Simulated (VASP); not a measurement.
A run of VASP 6.6.1:

File INCAR:

```
SYSTEM = Ca3GeN
PREC = Accurate ; ENCUT = 520
EDIFF = 1E-6 ; ISMEAR = 0
SIGMA = 0.15 ; LREAL = .FALSE.
LASPH = .TRUE. ; NELM = 60
ALGO = Normal ; ISIF = 2
LWAVE = .FALSE. ; LCHARG = .TRUE.
GGA = PS ; LELF = .TRUE.
LVHAR = .TRUE. ; NBANDS = 32
```

KPOINTS

```
regular mesh
0
G
  10 10 10
  0 0 0
```

Contents of POSCAR:

```
Ca3GeN
1.0
    4.7573000000      0.0000000000      0.0000000000
    0.0000000000      4.7573000000     -0.3567975000
    0.0000000000     -0.3567975000      4.7573000000
Ca Ge N
3 1 1
Direct
    0.0000000000      0.5000000000      0.5000000000
    0.5000000000      0.0000000000      0.5000000000
    0.5000000000      0.5000000000      0.0000000000
    0.0000000000      0.0000000000      0.0000000000
    0.5000000000      0.5000000000      0.5000000000
```

Potentials or basis: VASP PAW PBE potentials, release 64 (Ca_sv, Ge_d, N).

Launch:

```console
$ cat potpaw_PBE.64/Ca_sv/POTCAR potpaw_PBE.64/Ge_d/POTCAR potpaw_PBE.64/N/POTCAR > POTCAR
$ mpirun -np 1 vasp_std > vasp.out
```

Hardware: 1 thread of Oxide Virtual Turin-like Processor (shared host).

Estimate the wall time of this run.

Run time: 13 min on 1 thread of Oxide Virtual Turin-like Processor, on a shared host, peak memory 0.61 GiB. Counts: scf iterations 15, k points 186.
